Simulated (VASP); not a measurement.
# Be4ZnTe in VASP: a series of runs

Runs on Be4ZnTe. Level: PBE. Tasks: single point.

Program: VASP 6.6.1. These are calculated values, not measurements. Logs are shortened: lines on timing, memory, paths and dates and some standing lists are left out, and cuts for length are marked.

**1. The cell of the first run**

Symmetry: Cmmm, No. 65, orthorhombic system. The conventional cell has a = 7.034 Å, b = 7.549 Å, c = 3.867 Å, α = 90.00°, β = 90.00°, γ = 90.00°. Be (site symmetry m2m) has 1 Zn at 2.11 Å and 2 Te at 2.55 Å within 2.8 Å. Be (site symmetry 2mm) has 1 Be at 2.08 Å and 2 Zn at 2.19 Å and 1 Te at 2.48 Å within 2.7 Å. Zn (site symmetry mmm) has 6 Be at 2.11 to 2.19 Å within 2.8 Å. Within 3.3 Å of Te (site symmetry mmm) lie 6 Be at 2.48 to 2.55 Å.

The cell was built from a structure type or drawn by symmetry, and may not be a known phase.

**2. Single point, PBE**

INCAR

```
  PREC = Accurate
  ENCUT = 600
  EDIFF = 1E-6
  ISMEAR = 0
  SIGMA = 0.2
  LREAL = False
  LASPH = True
  NELM = 120
  ALGO = Normal
  ISIF = 2
  LWAVE = False
  LCHARG = False
  GGA = PE
  NBANDS = 22
  GGA_COMPAT = False
```

KPOINTS

```
Automatic mesh
0
Gamma
  3 3 5
```

POSCAR

```
Be4ZnTe
1.0
    3.7744377945     -3.5169561525      0.0000000000
    3.7744377945      3.5169561525      0.0000000000
    0.0000000000      0.0000000000      3.8665401636
Be Zn Te
4 1 1
Direct
    0.2210466734      0.2210466734      0.5000000000
    0.7789533266      0.7789533266      0.5000000000
    0.3523827381      0.6476172619      0.0000000000
    0.6476172619      0.3523827381      0.0000000000
    0.5000000000      0.5000000000      0.5000000000
    0.0000000000      0.0000000000      0.0000000000
```

Potentials or basis: VASP PAW PBE potentials, release 64 (Be, Zn, Te).

The run is started by

```bash
> cat potpaw_PBE.64/Be/POTCAR potpaw_PBE.64/Zn/POTCAR potpaw_PBE.64/Te/POTCAR > POTCAR
> mpirun -np 1 vasp_std > vasp.out
```

OUTCAR:

```text
PREC = Accurate
   ENCUT = 600
   EDIFF = 1E-6
   ISMEAR = 0
   LREAL = False
   LASPH = True
   NELM = 120
   ISIF = 2
   GGA = PE

 ion  position               nearest neighbor table
   1  0.221  0.221  0.500-   5 2.11   6 2.55   6 2.55
   2  0.779  0.779  0.500-   5 2.11   6 2.55   6 2.55
   3  0.352  0.648  0.000-   4 2.08   5 2.19   5 2.19   6 2.48
   4  0.648  0.352  0.000-   3 2.08   5 2.19   5 2.19   6 2.48
   5  0.500  0.500  0.500-   1 2.11   2 2.11   3 2.19   4 2.19   3 2.19   4 2.19
   6  0.000  0.000  0.000-   3 2.48   4 2.48   1 2.55   2 2.55   1 2.55   2 2.55

  LATTYP: Found a base centered orthorhombic cell.
 ALAT       =     7.0339123050
 B/A-ratio  =     1.0732115019
 C/A-ratio  =     0.5496997966

  Lattice vectors:

 A1 = (  -3.7744377945,  -3.5169561525,   0.0000000000)
 A2 = (   3.7744377945,  -3.5169561525,   0.0000000000)
 A3 = (   0.0000000000,   0.0000000000,   3.8665401636)

Analysis of symmetry for initial positions (statically):
=====================================================================
 Subroutine PRICEL returns:
 Original cell was already a primitive cell.

 Routine SETGRP: Setting up the symmetry group for a
 base centered orthorhombic supercell.

 Subroutine GETGRP returns: Found  8 space group operations
 (whereof  8 operations were pure point group operations)
 out of a pool of  8 trial point group operations.

The static configuration has the point symmetry D_2h.

Analysis of symmetry for dynamics (positions and initial velocities):
=====================================================================
 Subroutine PRICEL returns:
 Original cell was already a primitive cell.

 Routine SETGRP: Setting up the symmetry group for a
 base centered orthorhombic supercell.

 Subroutine GETGRP returns: Found  8 space group operations
 (whereof  8 operations were pure point group operations)
 out of a pool of  8 trial point group operations.

The dynamic configuration has the point symmetry D_2h.

 Subroutine INISYM returns: Found  8 space group operations
 (whereof  8 operations are pure point group operations),
 and found     1 'primitive' translations

----------------------------------------------------------------------------------------

                                     Primitive cell

  volume of cell :     102.6530

  direct lattice vectors                    reciprocal lattice vectors
     3.774437794 -3.516956153  0.000000000     0.132470060 -0.142168392  0.000000000
     3.774437794  3.516956153  0.000000000     0.132470060  0.142168392  0.000000000
     0.000000000  0.000000000  3.866540164     0.000000000  0.000000000  0.258629151

  length of vectors
     5.159007777  5.159007777  3.866540164     0.194319758  0.194319758  0.258629151

  position of ions in fractional coordinates (direct lattice)
     0.221046673  0.221046673  0.500000000
     0.778953327  0.778953327  0.500000000
     0.352382738  0.647617262  0.000000000
     0.647617262  0.352382738  0.000000000
     0.500000000  0.500000000  0.500000000
     0.000000000  0.000000000  0.000000000

  ion indices of the primitive-cell ions
   primitive index   ion index
                 1           1
                 2           2
                 3           3
                 4           4
                 5           5
                 6           6

----------------------------------------------------------------------------------------

 KPOINTS: Automatic mesh

Automatic generation of k-mesh.
 Grid dimensions read from file:
 generate k-points for:    3    3    5

 Generating k-lattice:

  Cartesian coordinates                     Fractional coordinates (reciprocal lattice)
     0.044156687 -0.047389464  0.000000000     0.333333333  0.000000000  0.000000000
     0.044156687  0.047389464  0.000000000     0.000000000  0.333333333  0.000000000
     0.000000000  0.000000000  0.051725830     0.000000000  0.000000000  0.200000000

  Length of vectors
     0.064773253  0.064773253  0.051725830

  Shift w.r.t. Gamma in fractional coordinates (k-lattice)
     0.000000000  0.000000000  0.000000000

 Subroutine IBZKPT returns following result:
 ===========================================

 Found     12 irreducible k-points:

 Following reciprocal coordinates:
            Coordinates               Weight
  0.000000  0.000000  0.000000      1.000000
  0.333333 -0.000000  0.000000      4.000000
  0.333333  0.333333  0.000000      2.000000
 -0.333333  0.333333  0.000000      2.000000
  0.000000  0.000000  0.200000      2.000000
  0.333333 -0.000000  0.200000      8.000000
  0.333333  0.333333  0.200000      4.000000
 -0.333333  0.333333  0.200000      4.000000
  0.000000  0.000000  0.400000      2.000000
  0.333333 -0.000000  0.400000      8.000000
  0.333333  0.333333  0.400000      4.000000
 -0.333333  0.333333  0.400000      4.000000
   k-points           NKPTS =     12   k-points in BZ     NKDIM =     12   number of bands    NBANDS=     22
   number of dos      NEDOS =    301   number of ions     NIONS =      6
   total plane-waves  NPLWV =  56448
   dimension x,y,z NGX =    42 NGY =   42 NGZ =   32
   dimension x,y,z NGXF=    84 NGYF=   84 NGZF=   64
   ions per type =               4   1   1
   NGX,Y,Z   is equivalent  to a cutoff of  13.53, 13.53, 13.76 a.u.
   NGXF,Y,Z  is equivalent  to a cutoff of  27.07, 27.07, 27.52 a.u.
 SYSTEM =  unknown system
   PREC   = accura    normal or accurate (medium, high low for compatibility)
   ISTART =      0    job   : 0-new  1-cont  2-samecut
   ICHARG =      2    charge: 1-file 2-atom 10-const
   ISPIN  =      1    spin polarized calculation?
   LNONCOLLINEAR =      F non collinear calculations
   LSORBIT =      F    spin-orbit coupling
   LASPH  =      T    aspherical Exc in radial PAW
   ENCUT  =  600.0 eV  44.10 Ry    6.64 a.u.  10.30 10.30  7.72*2*pi/ulx,y,z
   NELM   =    120;   NELMIN=  2; NELMDL= -5     # of ELM steps
   EDIFF  = 0.1E-05   stopping-criterion for ELM
   LREAL  =      F    real-space projection
   EDIFFG = 0.1E-04   stopping-criterion for IOM
   NSW    =      0    number of steps for IOM
   IBRION =     -1    ionic relax: 0-MD 1-quasi-New 2-CG
   NFREE  =      0    steps in history (QN), initial steepest desc. (CG)
   ISIF   =      2    stress and relaxation
   ISYM   =      2    0-nonsym 1-usesym 2-fastsym
   POTIM  = 0.5000    time-step for ionic-motion
   TEBEG  =    0.0;   TEEND  =   0.0 temperature during run
   PSTRESS=    0.0 pullay stress
   NELECT =      26.0000    total number of electrons
   NUPDOWN=      -1.0000    fix difference up-down
   EMIN   =  10.00;   EMAX   =-10.00  energy-range for DOS
   EFERMI =   0.00;   METHOD = LEGACY
   ISMEAR =     0;   SIGMA  =   0.20  broadening in eV -4-tet -1-fermi 0-gaus
   EFERMI_NEDOS =   21; number of points for ismear=-14 and -15
   IALGO  =     38    algorithm
   IMIX   =      4    mixing-type and parameters
     AMIX     =   0.40;   BMIX     =  1.00
     AMIX_MAG =   1.60;   BMIX_MAG =  1.00
  volume/ion in A,a.u.               =      17.11       115.46
  Fermi-wavevector in a.u.,A,eV,Ry     =   1.035799  1.957376 14.597404  1.072879
  Thomas-Fermi vector in A             =   2.170159
   LORBIT       =      0    0 simple, 1 ext, 2 COOP (PROOUT), +10 PAW based schemes
   GGA     = PE    functional components
   LHFCALC =     F    Hartree Fock is set to
   AEXX    =    0.0000 exact exchange contribution
   IVDW    =     0    specifies the selected vdW correction
   LEPSILON=     F    determine dielectric tensor
   LRPA    =     F    only Hartree local field effects (RPA)
 non-spin polarized calculation
 Gauss-broadening in eV      SIGMA  =   0.20
  energy-cutoff  :      600.00
  volume of cell :      102.65
 maximum number of plane-waves:      3444
 NGX is ok and might be reduce to    42
   NGX = 21   NGY = 21   NGZ = 15

 number of electron      25.9999995 magnetization

 Free energy of the ion-electron system (eV)
  ---------------------------------------------------
  ext. energy  EPLUGINS =         0.00000000
  ---------------------------------------------------
  free energy    TOTEN  =       -14.66424079 eV

  energy without entropy =      -14.62654552  energy(sigma->0) =      -14.64539315

 E-fermi :   4.2342     XC(G=0):  -9.2428

 val. band max:        4.2339268487   @ k =   0.3333  -0.0000   0.4000
 cond. band min:       4.4170245875   @ k =   0.0000   0.0000   0.4000
 fundamental gap:      0.1830977388
 Fermi energy:         4.2341588385

 k-point     1 :       0.0000    0.0000    0.0000
  band No.  band energies     occupation
      1      -8.8494      2.00000
      2      -4.0106      2.00000
      3      -3.6585      2.00000
      4      -3.5227      2.00000
      5      -3.4504      2.00000
      6      -3.3974      2.00000
[... 14 lines left out ...]
     21       9.6626      0.00000
     22       9.7011      0.00000

 k-point     2 :       0.3333   -0.0000    0.0000
  band No.  band energies     occupation
      1      -8.7659      2.00000
      2      -4.0921      2.00000
      3      -3.7249      2.00000
      4      -3.5260      2.00000
      5      -3.4533      2.00000
      6      -3.3920      2.00000
[... 14 lines left out ...]
     21       9.4937      0.00000
     22       9.9006      0.00000

 k-point     3 :       0.3333    0.3333    0.0000
  band No.  band energies     occupation
      1      -8.6997      2.00000
      2      -4.0519      2.00000
      3      -3.7072      2.00000
      4      -3.5256      2.00000
      5      -3.4553      2.00000
      6      -3.3695      2.00000
[... 14 lines left out ...]
     21       8.8347      0.00000
     22       9.9031      0.00000
[... 176 lines left out ...]
 k-point    11 :       0.3333    0.3333    0.4000
  band No.  band energies     occupation
      1      -8.0410      2.00000
      2      -3.7639      2.00000
      3      -3.5663      2.00000
      4      -3.5547      2.00000
      5      -3.3776      2.00000
      6      -3.3502      2.00000
[... 14 lines left out ...]
     21      10.0523      0.00000
     22      10.7696      0.00000

 k-point    12 :      -0.3333    0.3333    0.4000
  band No.  band energies     occupation
      1      -8.0407      2.00000
      2      -3.7663      2.00000
      3      -3.5882      2.00000
      4      -3.5272      2.00000
      5      -3.3744      2.00000
      6      -3.3503      2.00000
[... 14 lines left out ...]
     21       9.2451      0.00000
     22      11.6122      0.00000

------------------------ aborting loop because EDIFF is reached ----------------------------------------

  FORCE on cell =-STRESS in cart. coord.  units (eV):
  Direction    XX          YY          ZZ          XY          YZ          ZX
  --------------------------------------------------------------------------------------
  -------------------------------------------------------------------------------------
  Total        0.1002788      0.1972063      0.4541509     -0.0000000      0.0000000      0.0000000
  in kB        1.5651211      3.0779368      7.0882501     -0.0000000      0.0000000      0.0000000
  external PRESSURE =       3.9104360 kB  Pullay stress =       0.0000000 kB

 VOLUME and BASIS-vectors are now :
 -----------------------------------------------------------------------------
  energy-cutoff  :      600.00
  volume of cell :      102.65
      direct lattice vectors                 reciprocal lattice vectors
     3.774437794 -3.516956153  0.000000000     0.132470060 -0.142168392  0.000000000
     3.774437794  3.516956153  0.000000000     0.132470060  0.142168392  0.000000000
     0.000000000  0.000000000  3.866540164     0.000000000  0.000000000  0.258629151

 POSITION                                       TOTAL-FORCE (eV/Angst)
 -----------------------------------------------------------------------------------
      1.66865      0.00000      1.93327         0.024763      0.000000      0.000000
      5.88022      0.00000      1.93327        -0.024763      0.000000      0.000000
      3.77444      1.03833      0.00000        -0.000000     -0.006724      0.000000
      3.77444     -1.03833      0.00000        -0.000000      0.006724     -0.000000
      3.77444      0.00000      1.93327        -0.000000      0.000000      0.000000
      0.00000      0.00000      0.00000         0.000000      0.000000      0.000000
 -----------------------------------------------------------------------------------
    total drift:                                0.000000     -0.000000     -0.000000

  FREE ENERGIE OF THE ION-ELECTRON SYSTEM (eV)
  ---------------------------------------------------
  free  energy   TOTEN  =       -14.6642407871 eV

  energy  without entropy=      -14.6265455211  energy(sigma->0) =      -14.64539315
```

Wall time 18 s (1 thread of AMD EPYC 9R45 (Zen 5), shared host); peak memory 0.21 GiB.

Results:

```
Free energy            : -14.6642 eV
Pressure               : 0.4 GPa
Largest force          : 0.025 eV/Å
Band gap on the k mesh : zero (bands 13 and 14 overlap by 0.40 eV)
```

Forces in eV/Å, atoms in the order of the input:
```
Be   0.025  0.000  0.000
Be  -0.025  0.000  0.000
Be   0.000 -0.007  0.000
Be   0.000  0.007  0.000
Zn   0.000  0.000  0.000
Te   0.000  0.000  0.000
```

Caveat: the k points lie up to 0.41 Å⁻¹ apart; semilocal functionals underestimate gaps, so a narrow gap can read as zero; spin-orbit coupling is left out, which moves the levels of the heavy elements.

**3. Single point, PBE**

This run uses another cell than the first one, of 16.42 Å³/atom.

INCAR

```
ALGO     = Normal         # electronic algorithm
EDIFF    = 1E-6           # SCF threshold, eV
ENCUT    = 600            # plane-wave cutoff, eV
GGA      = PE             # functional
GGA_COMPAT= False        
ISIF     = 2              # what is computed and relaxed
ISMEAR   = 0              # smearing method
LASPH    = True           # aspherical terms in the spheres
LCHARG   = True           # write CHGCAR
LELF     = True           # ELF
LREAL    = False          # projectors in reciprocal space
LVHAR    = True         
LWAVE    = False          # write WAVECAR
NBANDS   = 22             # bands
NELM     = 120            # most SCF steps
PREC     = Accurate       # precision mode
SIGMA    = 0.2            # smearing width, eV
```

KPOINTS

```
k-points
0
Gamma
  3 4 4
```

POSCAR

```
Be4ZnTe
1.0
    6.0554655529      0.0000000000      0.0000000000
    0.0000000000      2.8264634471      2.8774507245
    0.0000000000     -2.8264634471      2.8774507245
Be Zn Te
4 1 1
Direct
    0.1698989719      0.9827744286      0.9827744286
    0.8301010281      0.9827744286      0.9827744286
    0.1698330685      0.6004243430      0.6004243430
    0.8301669315      0.6004243430      0.6004243430
    0.5000000000      0.7916222672      0.7916222672
    0.5000000000      0.2916509395      0.2916509395
```

Potentials or basis: VASP PAW PBE potentials, release 64 (Be, Zn, Te).

The run is started by

```bash
> cat potpaw_PBE.64/Be/POTCAR potpaw_PBE.64/Zn/POTCAR potpaw_PBE.64/Te/POTCAR > POTCAR
> mpirun -np 1 vasp_std > vasp.out
```

OUTCAR:

```text
EDIFF = 1E-6
   ENCUT = 600
   GGA = PE
   ISIF = 2
   ISMEAR = 0
   LASPH = True
   LREAL = False
   NELM = 120
   PREC = Accurate

 ion  position               nearest neighbor table
   1  0.170  0.983  0.983-   2 2.06   3 2.20   5 2.28   6 2.67
   2  0.830  0.983  0.983-   1 2.06   4 2.20   5 2.28   6 2.67
   3  0.170  0.600  0.600-   4 2.06   1 2.20   5 2.28   6 2.67
   4  0.830  0.600  0.600-   3 2.06   2 2.20   5 2.28   6 2.67
[... 547 lines left out ...]
  --------------------------------------------------------------------------------------
  -------------------------------------------------------------------------------------
  Total        0.1108291      0.0989090      0.0361400      0.0000000      0.0000000      0.0000000
  in kB        1.8027510      1.6088572      0.5878552      0.0000000      0.0000000      0.0000000
  external PRESSURE =       1.3331545 kB  Pullay stress =       0.0000000 kB

 VOLUME and BASIS-vectors are now :
 -----------------------------------------------------------------------------
  energy-cutoff  :      600.00
  volume of cell :       98.50
      direct lattice vectors                 reciprocal lattice vectors
     6.055465553  0.000000000  0.000000000     0.165140069  0.000000000  0.000000000
     0.000000000  2.826463447  2.877450725     0.000000000  0.176899510  0.173764922
     0.000000000 -2.826463447  2.877450725     0.000000000 -0.176899510  0.173764922

 POSITION                                       TOTAL-FORCE (eV/Angst)
 -----------------------------------------------------------------------------------
      1.02882      0.00000      5.65577        -0.018555      0.000000      0.006261
      5.02665      0.00000      5.65577         0.018555      0.000000      0.006261
      1.02842      0.00000      3.45538        -0.012334      0.000000     -0.005509
      5.02705      0.00000      3.45538         0.012334      0.000000     -0.005509
      3.02773      0.00000      4.55571         0.000000      0.000000     -0.000672
      3.02773      0.00000      1.67842         0.000000      0.000000     -0.000831
 -----------------------------------------------------------------------------------
    total drift:                                0.000000      0.000006      0.001017

  FREE ENERGIE OF THE ION-ELECTRON SYSTEM (eV)
  ---------------------------------------------------
  free  energy   TOTEN  =       -14.7426070173 eV

  energy  without entropy=      -14.7132491259  energy(sigma->0) =      -14.72792807
```

stdout:

```text
POSCAR found type information on POSCAR BeZnTe
 POSCAR found :  3 types and       6 ions
 scaLAPACK will be used
 LDA part: xc-table for (Slater+PW92), standard interpolation
 POSCAR, INCAR and KPOINTS ok, starting setup
 FFT: planning ... GRIDC
 FFT: planning ... GRID_SOFT
 FFT: planning ... GRID
 WAVECAR not read
 entering main loop
```

It took 18 s on 1 thread of AMD EPYC 9R45 (Zen 5), shared host; peak memory 0.2 GiB.

What came out:

| Item | Value |
| --- | --- |
| Free energy | -14.7426 eV |
| Pressure | 0.1 GPa |
| Largest force | 0.020 eV/Å |
| Band gap on the k mesh | zero (bands 13 and 14 overlap by 1.18 eV) |

Forces on the atoms (eV/Å):
```
Be  -0.019  0.000  0.006
Be   0.019  0.000  0.006
Be  -0.012  0.000 -0.006
Be   0.012  0.000 -0.006
Zn   0.000  0.000 -0.001
Te   0.000  0.000 -0.001
```

Levels at points of the mesh, in eV from the Fermi level:
```tsv
k point	band 10	band 11	band 12	band 13	band 14	band 15	band 16	band 17
(0.00, 0.00, 0.00)	-3.00	-2.44	-0.40	0.27	1.20	1.20	3.00	3.22
(0.00, 0.50, 0.00)	-3.32	-3.00	-1.53	0.21	0.90	1.41	2.93	3.62
(0.00, 0.50, 0.50)	-3.51	-2.27	-2.22	-1.78	-0.61	-0.17	-0.15	0.27
```

Caveat: the k points lie up to 0.39 Å⁻¹ apart, too coarse for converged energies and pressures of a metal; spin-orbit coupling is left out, which moves the levels of the heavy elements.

(Part 1 of 2 ends here.)
